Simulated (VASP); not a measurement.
## Ru: single point with LDA

Ru:

```
Ru
1.0
     2.72003    0.00000    0.00000
    -1.36001    2.35561    0.00000
     0.00000    0.00000    4.29677
Ru
2
Direct
  0.33333 0.66667 0.25000
  0.66667 0.33333 0.75000
```

```yaml
Program: VASP 6.6.1
Task: single point
Functional: LDA
Potentials_or_basis: VASP PAW LDA potentials, release 64 (Ru_pv)
Cutoff: 520 eV
k_mesh: 18 × 18 × 10
Occupations: gaussian, width 0.1 eV
Spin: no spin polarisation
Dipole_correction: no
Further_INCAR_settings: ALGO = Normal; EDIFF = 1e-06; NBANDS = 21
```

| Quantity | Value |
| --- | --- |
| Pressure | -15.7 GPa |
| Band gap on the k mesh | zero (band 14 reaches 13.90 eV, above the bottom of band 15 at 10.82 eV) |

Stress tensor (GPa, compression positive):
```
-15.45   0.00   0.00
  0.00 -15.45   0.00
  0.00   0.00 -16.16
```

Levels at points of the mesh, in eV from the Fermi level:
```csv
k point,band 11,band 12,band 13,band 14,band 15,band 16,band 17,band 18
"(0.00, 0.00, 0.00)",-2.37,-1.88,-1.88,-1.37,-1.37,1.18,1.18,1.30
"(0.50, 0.00, 0.00)",-2.03,-1.77,-1.49,1.40,1.82,1.91,4.01,6.01
"(0.00, 0.00, 0.50)",-2.72,-2.72,-2.67,-2.67,0.55,0.55,0.55,0.55
"(0.50, 0.00, 0.50)",-1.04,-1.04,0.45,0.45,1.66,1.66,3.35,3.35
```

Wall time 58 s on 1 thread of Intel Xeon 6975P-C, with other jobs on the host, peak memory 0.21 GiB.
